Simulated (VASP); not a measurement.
Here is a VASP 6.6.1 calculation.

INCAR

```
SYSTEM = CsI
ALGO = Normal ; EDIFF = 1E-7
EDIFFG = -0.01 ; ENCUT = 500
GGA = PE ; GGA_COMPAT = .False.
IBRION = 2 ; ISIF = 3
ISMEAR = 0 ; LASPH = .True.
LCHARG = .False. ; LREAL = .False.
LWAVE = .False. ; NELM = 120
NELMIN = 4 ; NSW = 80
PREC = Accurate ; SIGMA = 0.02
```

The input KPOINTS:

```
k-points
0
Gamma
  6 6 6
  0 0 0
```

Contents of POSCAR:

```
CsI
1.0
    4.5468257108      0.0000000000      0.0000000000
    0.0000000000      4.5468257108      0.0000000000
    0.0000000000      0.0000000000      4.5468257108
Cs I
1 1
Direct
    0.0000000000      0.0000000000      0.0000000000
    0.5000000000      0.5000000000      0.5000000000
```

Potentials or basis: VASP PAW PBE potentials, release 64 (Cs_sv, I).

The run is started by

```console
$ cat potpaw_PBE.64/Cs_sv/POTCAR potpaw_PBE.64/I/POTCAR > POTCAR
$ mpirun -np 1 vasp_std > vasp.out
```

(1) What does it give for the relaxed volume?

(2) Estimate the relaxed cell.

(3) Predict the space group after relaxing (to 0.1 Å).

(4) What does it give for the band gap on the k mesh?

## Answers

(1) 50.95 Å³/atom.

(2) a = 4.671 Å, b = 4.671 Å, c = 4.671 Å, α = 90.00°, β = 90.00°, γ = 90.00°.

(3) Pm-3m (No. 221).

(4) 3.67 eV (least direct gap 3.76 eV).

Caveat: spin-orbit coupling is left out, which moves the levels of the heavy elements.
